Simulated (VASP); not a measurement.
A run of VASP 6.6.1 is set up as follows.

The input INCAR:

```
ALGO = Normal ; EDIFF = 1E-6
EDIFFG = -0.03 ; ENCUT = 600
GGA = PS ; IBRION = 2
ISIF = 8 ; ISMEAR = -1
ISYM = 0 ; LASPH = T
LCHARG = F ; LREAL = Auto
LWAVE = F ; NELM = 100
NSW = 100 ; PREC = Accurate
SIGMA = 0.05
```

KPOINTS

```
Automatic mesh
0
Gamma
  1 1 1
  0.25 0.25 0.25
```

POSCAR

```
Mg7CdO8
1.0
    8.5430880000      0.0000000000      0.0000000000
    0.0000000000      8.5430880000      0.0000000000
    0.0000000000      0.0000000000      8.5430880000
O Mg Cd
32 28 4
Direct
    0.2533830000      0.9997760000      0.0005280000
    0.2495550000      0.9997840000      0.5072930000
    0.2495970000      0.4979240000      0.0012510000
    0.2512720000      0.4993220000      0.5005340000
    0.7472190000      0.0010710000      0.0019230000
    0.7530310000      0.0040150000      0.4981830000
    0.7505890000      0.4976750000      0.0005010000
    0.7489320000      0.4958420000      0.4989460000
    0.0016550000      0.2490700000      0.9996000000
    0.0029940000      0.2496140000      0.5000140000
    0.0012000000      0.7494760000      0.9953260000
    0.9985200000      0.7506620000      0.4983110000
    0.5011440000      0.2433240000      0.9955100000
    0.5013050000      0.2522160000      0.5012670000
    0.5001680000      0.7491270000      0.0010530000
    0.4978000000      0.7510070000      0.5003940000
    0.0038020000      0.0037140000      0.2476280000
    0.0026360000      0.0002060000      0.7480880000
    0.9946490000      0.4988950000      0.2476290000
    0.9969640000      0.5024130000      0.7513280000
    0.5037350000      0.9964760000      0.2472250000
    0.5023010000      0.0020280000      0.7480340000
    0.5013660000      0.4981260000      0.2478780000
    0.5045790000      0.5036650000      0.7497720000
    0.2498080000      0.2517030000      0.2470680000
    0.2508160000      0.2519690000      0.7509820000
    0.2500160000      0.7495880000      0.2511320000
    0.2527990000      0.7487860000      0.7467750000
    0.7476150000      0.2519860000      0.2487170000
    0.7535520000      0.2470820000      0.7478750000
    0.7453690000      0.7450260000      0.2470180000
    0.7514390000      0.7516770000      0.7486630000
    0.9997610000      0.9987700000      0.9966890000
    0.0007550000      0.4969660000      0.4998230000
    0.5021660000      0.0017980000      0.0017660000
    0.4986550000      0.0002790000      0.5008910000
    0.4978740000      0.4999000000      0.9961330000
    0.4973930000      0.4991410000      0.4995020000
    0.2515580000      0.2500810000      0.9984180000
    0.2518710000      0.2466560000      0.5004450000
    0.2498070000      0.7521610000      0.0006310000
    0.2485550000      0.7465640000      0.4997580000
    0.7527350000      0.2465150000      0.9976610000
    0.7496500000      0.2547880000      0.4974810000
    0.7531360000      0.7497670000      0.0000210000
    0.7537050000      0.7465740000      0.5034750000
    0.2518370000      0.0026780000      0.2501860000
    0.2484380000      0.4933880000      0.2504350000
    0.2535690000      0.4973350000      0.7529530000
    0.7503130000      0.9980500000      0.2444370000
    0.7462960000      0.9976080000      0.7526710000
    0.7473400000      0.4971410000      0.2466250000
    0.7491620000      0.5020610000      0.7463590000
    0.9992390000      0.2530860000      0.2474540000
    0.9978380000      0.2462550000      0.7511540000
    0.0006900000      0.7511480000      0.2508180000
    0.9995980000      0.7492500000      0.7489160000
    0.5031520000      0.2479280000      0.2499580000
    0.5002930000      0.2505530000      0.7496170000
    0.4979810000      0.7483750000      0.7478780000
    0.0004900000      0.0022560000      0.5021810000
    0.0026310000      0.5009250000      0.9967060000
    0.2529430000      0.9958070000      0.7498140000
    0.5018830000      0.7504950000      0.2534330000
```

Potentials or basis: VASP PAW PBE potentials, release 64 (O, Mg, Cd).

Command:

```console
$ cat potpaw_PBE.64/O/POTCAR potpaw_PBE.64/Mg/POTCAR potpaw_PBE.64/Cd/POTCAR > POTCAR
$ mpirun -np 1 vasp_std > vasp.out
```

Task: Predict the relaxed volume.

Result: 9.86 Å³/atom.

Task: What does it give for the space group after relaxing (to 0.1 Å)?

Result: P1 (No. 1).

Task: Predict the relaxed cell.

Result: a = 8.577 Å, b = 8.577 Å, c = 8.577 Å, α = 90.00°, β = 90.00°, γ = 90.00°.

Task: What does it give for the band gap on the k mesh?

Result: 4.12 eV.

Step by step:
```csv
step,energy change (eV),largest force (eV/Å),pressure (GPa),volume (Å³)
1,0.0000,4.1672,5.11,623.51
2,-3.3877,0.5774,-4.78,651.99
3,-3.4985,0.6245,-3.60,647.33
4,-3.8972,0.3110,0.38,629.33
5,-3.8986,0.2962,0.67,628.19
6,-3.9602,0.1166,0.27,629.80
7,-3.9682,0.1269,0.08,630.62
8,-3.9784,0.0566,-0.12,631.38
9,-3.9793,0.0534,-0.20,631.68
10,-3.9824,0.0361,0.07,630.62
11,-3.9826,0.0311,0.15,630.29
12,-3.9839,0.0219,0.00,630.90
```

Caveat: the PAW data sets were made with another functional, which shifts forces and pressure a little; a shifted mesh leaves out Γ, where band edges can lie. A k mesh can miss the band edges.
